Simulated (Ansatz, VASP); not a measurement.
One calculation of Si, two programs

```
Si
1.0
     0.00000    2.00000    2.00000
     2.00000    0.00000    2.00000
     2.00000    2.00000    0.00000
Si
1
Direct
  0.00000 0.00000 0.00000
```

Alike in both runs: task relaxation of cell and atoms; functional PBE; k mesh 17 × 17 × 17; occupations fermi-dirac, width 0.1 eV; no spin polarisation.

|  | VASP | Ansatz |
| --- | --- | --- |
| version | VASP 6.6.1 | Ansatz 0.2.0 |
| potentials or method | VASP PAW PBE potentials, release 64 (Si) | PAW with Ansatz's default frozen-core files, scalar-relativistic |
| plane-wave cutoff (eV) | 500 | 420 |
| valence electrons in the cell | 4 | 4 |

|  | VASP | Ansatz | Ansatz less VASP |
| --- | --- | --- | --- |
| relaxed volume (Å³/atom) | 14.50 | 14.51 | +0.009 |
| relaxed cell length with the largest relative difference (Å) | 2.737 | 2.738 | +0.0005 |
